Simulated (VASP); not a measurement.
# Co (P6_3/mmc) in VASP: notebook, part 3 of 3

VASP 6.6.1. The steps go on from the part before.

## (5) Single point, BLYP, collinear spin, ferromagnetic start (10.43 Å³/atom)

This run uses another cell than the first one, of 10.43 Å³/atom.

Input file INCAR:

```
SYSTEM = Co
PREC = Accurate
ENCUT = 520
EDIFF = 1E-7
ISMEAR = -1
SIGMA = 0.05
LREAL = .FALSE.
LASPH = .TRUE.
NELM = 150
ALGO = Normal
ISIF = 2
LWAVE = .FALSE.
LCHARG = .FALSE.
ISPIN = 2
MAGMOM = 1.677 1.677
LORBIT = 11
LMAXMIX = 4
GGA = B5
ALDAX = 1.0
AGGAX = 1.0
AGGAC = 1.0
ALDAC = 0.0
NBANDS = 20
```

Input file KPOINTS:

```
Automatic mesh
0
G
  23 23 13
  0 0 0
```

Input file POSCAR:

```
Co
1.0
    2.4631435430      0.0000000000      0.0000000000
   -1.2315717715      2.1331448814      0.0000000000
    0.0000000000      0.0000000000      3.9712473068
Co
2
Direct
    0.3333333333      0.6666666667      0.2500000000
    0.6666666667      0.3333333333      0.7500000000
```

Potentials or basis: VASP PAW PBE potentials, release 64 (Co).

Launch:

```sh
$ cat potpaw_PBE.64/Co/POTCAR > POTCAR
$ mpirun -np 1 vasp_std > vasp.out
```

OUTCAR:

```text
SYSTEM = Co
   PREC = Accurate
   ENCUT = 520
   EDIFF = 1E-7
   ISMEAR = -1
   LREAL = .FALSE.
   LASPH = .TRUE.
   NELM = 150
   ISIF = 2
   ISPIN = 2
   LORBIT = 11
   GGA = B5

 ion  position               nearest neighbor table
   1  0.333  0.667  0.250-   2 2.44   2 2.44   2 2.44   2 2.44   2 2.44   2 2.44
   2  0.667  0.333  0.750-   1 2.44   1 2.44   1 2.44   1 2.44   1 2.44   1 2.44

  LATTYP: Found a hexagonal cell.
 ALAT       =     2.4631435430
 C/A-ratio  =     1.6122679160

  Lattice vectors:

 A1 = (   2.4631435430,   0.0000000000,   0.0000000000)
 A2 = (  -1.2315717715,   2.1331448814,   0.0000000000)
 A3 = (   0.0000000000,   0.0000000000,   3.9712473068)

Analysis of symmetry for initial positions (statically):
=====================================================================
 Subroutine PRICEL returns:
 Original cell was already a primitive cell.

 Routine SETGRP: Setting up the symmetry group for a
 hexagonal supercell.

 Subroutine GETGRP returns: Found 24 space group operations
 (whereof 12 operations were pure point group operations)
 out of a pool of 24 trial point group operations.

The static configuration has the point symmetry D_3d.
 The point group associated with its full space group is D_6h.

Analysis of symmetry for dynamics (positions and initial velocities):
=====================================================================
 Subroutine PRICEL returns:
 Original cell was already a primitive cell.

 Routine SETGRP: Setting up the symmetry group for a
 hexagonal supercell.

 Subroutine GETGRP returns: Found 24 space group operations
 (whereof 12 operations were pure point group operations)
 out of a pool of 24 trial point group operations.

The dynamic configuration has the point symmetry D_3d.
 The point group associated with its full space group is D_6h.

[... 150 lines left out ...]
 number of electron      17.9999977 magnetization       3.0995125

 Free energy of the ion-electron system (eV)
  ---------------------------------------------------
  ext. energy  EPLUGINS =         0.00000000
  ---------------------------------------------------
  free energy    TOTEN  =       -12.03601272 eV

  energy without entropy =      -12.02226857  energy(sigma->0) =      -12.02914064

 E-fermi :  11.2859     XC(G=0): -13.0278

 val. band max:       11.2857523413   @ k =   0.0000   0.0000   0.0769
 cond. band min:      11.2888679201   @ k =   0.3913  -0.0000   0.4615
 fundamental gap:      0.0031155788
 Fermi energy:        11.2859487216

 spin component 1

 k-point     1 :       0.0000    0.0000    0.0000
  band No.  band energies     occupation
      1       2.3233      1.00000
      2       6.0513      1.00000
      3       8.6893      1.00000
      4       8.6974      1.00000
      5       8.6974      1.00000
      6       9.0330      1.00000
[... 541 lines left out ...]
     19      37.2275      0.00000
     20      40.3920      0.00000

 [... further k-points ...]

 spin component 2

 k-point     1 :       0.0000    0.0000    0.0000
  band No.  band energies     occupation
      1       2.3653      1.00000
      2       6.9573      1.00000
      3      10.2211      1.00000
      4      10.2275      1.00000
      5      10.2275      1.00000
      6      10.6141      1.00000
[... 541 lines left out ...]
     19      37.3355      0.00000
     20      40.5863      0.00000

 [... further k-points ...]

------------------------ aborting loop because EDIFF is reached ----------------------------------------

  FORCE on cell =-STRESS in cart. coord.  units (eV):
  Direction    XX          YY          ZZ          XY          YZ          ZX
  --------------------------------------------------------------------------------------
  -------------------------------------------------------------------------------------
  Total        2.4272639      2.4272639      2.4862336     -0.0000000      0.0000000      0.0000000
  in kB      186.3762469    186.3762469    190.9042086     -0.0000000      0.0000000      0.0000000
  external PRESSURE =     187.8855675 kB  Pullay stress =       0.0000000 kB

 VOLUME and BASIS-vectors are now :
 -----------------------------------------------------------------------------
  energy-cutoff  :      520.00
  volume of cell :       20.87
      direct lattice vectors                 reciprocal lattice vectors
     2.463143543  0.000000000  0.000000000     0.405985271  0.234395706  0.000000000
    -1.231571772  2.133144881  0.000000000     0.000000000  0.468791412  0.000000000
     0.000000000  0.000000000  3.971247307     0.000000000  0.000000000  0.251810054

 POSITION                                       TOTAL-FORCE (eV/Angst)
 -----------------------------------------------------------------------------------
     -0.00000      1.42210      0.99281         0.000000     -0.000000      0.000000
      1.23157      0.71105      2.97844        -0.000000      0.000000      0.000000
 -----------------------------------------------------------------------------------
    total drift:                                0.000000     -0.000000     -0.000000

  FREE ENERGIE OF THE ION-ELECTRON SYSTEM (eV)
  ---------------------------------------------------
  free  energy   TOTEN  =       -12.0360127202 eV

  energy  without entropy=      -12.0222685655  energy(sigma->0) =      -12.02914064

 total charge

# of ion       s       p       d       tot
------------------------------------------
    1        0.500   0.535   7.343   8.379
    2        0.500   0.535   7.343   8.379
--------------------------------------------------
tot          1.001   1.070  14.687  16.758

 magnetization (x)

# of ion       s       p       d       tot
------------------------------------------
    1       -0.015  -0.049   1.623   1.558
    2       -0.015  -0.049   1.623   1.558
--------------------------------------------------
tot         -0.030  -0.099   3.245   3.116
```

Wall time 7.6 min (1 thread of Oxide Virtual Turin-like, shared host); peak memory 0.29 GiB.

What came out:

```
Free energy                                           : -12.0360 eV
Pressure                                              : 18.8 GPa
Net moment                                            : 3.10 μB per cell
Site moments                                          : Co +1.56 μB
Valence electrons inside the program's atomic spheres : Co 8.38
```

Stress tensor (GPa, compression positive):
```
18.64  0.00  0.00
 0.00 18.64  0.00
 0.00  0.00 19.09
```

Levels at points of the mesh, in eV from the Fermi level:
Spin up:
```
           k point  band 8  band 9  band 10  band 11  band 12  band 13  band 14  band 15
(0.00, 0.00, 0.00)   -1.90   -1.90    -0.70    -0.70     0.19     6.85    22.63    25.21
```
Spin down:
| k point | band 5 | band 6 | band 7 | band 8 | band 9 | band 10 |
| --- | --- | --- | --- | --- | --- | --- |
| (0.00, 0.00, 0.00) | -1.06 | -0.67 | -0.67 | -0.25 | -0.25 | 0.19 |

Caveat: the cell stands under pressure; the PAW data sets were made with another functional, which shifts forces and pressure a little.

## (6) Summary

| cell | gap on the mesh (eV) | pressure (GPa) | moment (μB) |
| --- | --- | --- | --- |
| a = 2.533, b = 2.533, c = 4.083 Å, angles 90.0, 90.0, 120.0°, 2 atoms | none | -0.3 | 3.19 |
| a = 2.566, b = 2.566, c = 4.137 Å, angles 90.0, 90.0, 120.0°, 2 atoms | none | -6.7 | 3.25 |
| a = 2.427, b = 2.427, c = 3.913 Å, angles 90.0, 90.0, 120.0°, 2 atoms | none | 32.2 | 3.04 |
| a = 2.463, b = 2.463, c = 3.971 Å, angles 90.0, 90.0, 120.0°, 2 atoms | none | 18.8 | 3.10 |

Alike in all rows: task single point; level BLYP; potentials or basis VASP PAW PBE potentials, release 64 (Co); spin collinear, ferromagnetic start; k mesh 23 × 23 × 13; cutoff (eV) 520; smearing fermi-dirac 0.05 eV.

Caveats: the PAW data sets were made with another functional, which shifts forces and pressure a little; the cell stands under pressure (at least some runs); the cell stands under tension (at least some runs).

Total energies depend on the potentials used, so only differences within one code and one set of settings carry meaning.
